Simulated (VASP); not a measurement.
A run of VASP 6.6.1:

INCAR

```
PREC = Accurate ; ENCUT = 520
EDIFF = 1E-6 ; ISMEAR = 0
SIGMA = 0.018000000000000002 ; LREAL = False
LASPH = True ; NELM = 80
ALGO = Fast ; ISIF = 2
LWAVE = False ; LCHARG = False
GGA = PE ; NBANDS = 13
```

The input KPOINTS:

```
Automatic mesh
0
Gamma
  9 9 9
```

POSCAR

```
Pb
1.0
   -1.9796595667      1.9796595667      1.9796595667
    1.9796595667     -1.9796595667      1.9796595667
    1.9796595667      1.9796595667     -1.9796595667
Pb
1
Direct
    0.0000000000      0.0000000000      0.0000000000
```

Potentials or basis: VASP PAW PBE potentials, release 64 (Pb_d).

Run with:

```console
$ cat potpaw_PBE.64/Pb_d/POTCAR > POTCAR
$ mpirun -np 1 vasp_std > vasp.out
```

Hardware: 1 thread of Intel Xeon 6975P-C (shared host).

Task: Estimate the wall time of this run.

Result: Wall time 9.2 s on 1 thread of Intel Xeon 6975P-C (shared host), peak memory 0.16 GiB. Counts: scf iterations 13, k points 35.
